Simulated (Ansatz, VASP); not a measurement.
RbBr: VASP beside Ansatz

INCAR

```
  PREC = Accurate
  ENCUT = 520
  EDIFF = 1E-6
  ISMEAR = 0
  SIGMA = 0.01
  LREAL = False
  LASPH = True
  NELM = 100
  ALGO = Normal
  ISIF = 2
  LWAVE = False
  LCHARG = False
  GGA = PE
  NBANDS = 24
```

Contents of KPOINTS:

```
Automatic mesh
0
Gamma
  6 6 4
```

POSCAR

```
RbBr
1.0
    4.7544320190      0.0000000000      0.0000000000
   -2.3772160095      4.1174589090      0.0000000000
    0.0000000000      0.0000000000      8.3284584719
Rb Br
2 2
Direct
    0.0000000000      0.0000000000      0.0000000000
    0.0000000000      0.0000000000      0.5000000000
    0.3333333333      0.6666666667      0.2500000000
    0.6666666667      0.3333333333      0.7500000000
```

Input for Ansatz:

```yaml
crystal:
  lattice:
    - [4.754432019, 0.0, 0.0]
    - [-2.3772160095, 4.117458909, 0.0]
    - [0.0, 0.0, 8.3284584719]
  atoms:
    - { symbol: Rb, position: [0.0, 0.0, 0.0] }
    - { symbol: Rb, position: [0.0, 0.0, 0.5] }
    - { symbol: Br, position: [0.3333333333, 0.6666666667, 0.25] }
    - { symbol: Br, position: [0.6666666667, 0.3333333333, 0.75] }
kpoints:
  mp_grid: { grid: [6, 6, 4] }
hamiltonian:
  xc: pbe
scf:
  occupations: { method: fixed }
  n_extra_bands: 5
output:
  forces: true
  stress: true
  eigenvalues: true
```

Alike in both runs: task single point; functional PBE; k mesh 6 × 6 × 4; no spin polarisation.

```csv
,VASP,Ansatz
version,VASP 6.6.1,Ansatz 0.2.0
potentials or method,"VASP PAW PBE potentials, release 64 (Rb_sv, Br)","plane waves, PAW"
plane-wave cutoff (eV),520,420
occupations,"gaussian, width 0.01 eV",fixed
valence electrons in the cell,32,32
```

```tsv
	VASP	Ansatz	Ansatz less VASP
gap on the k mesh at the Fermi level (eV)	4.28	4.29	+0.003
pressure (GPa)	0.8	0.8	-0.03
traceless stress, the component that is largest in VASP (GPa)	0.11	0.11	-0.003
```
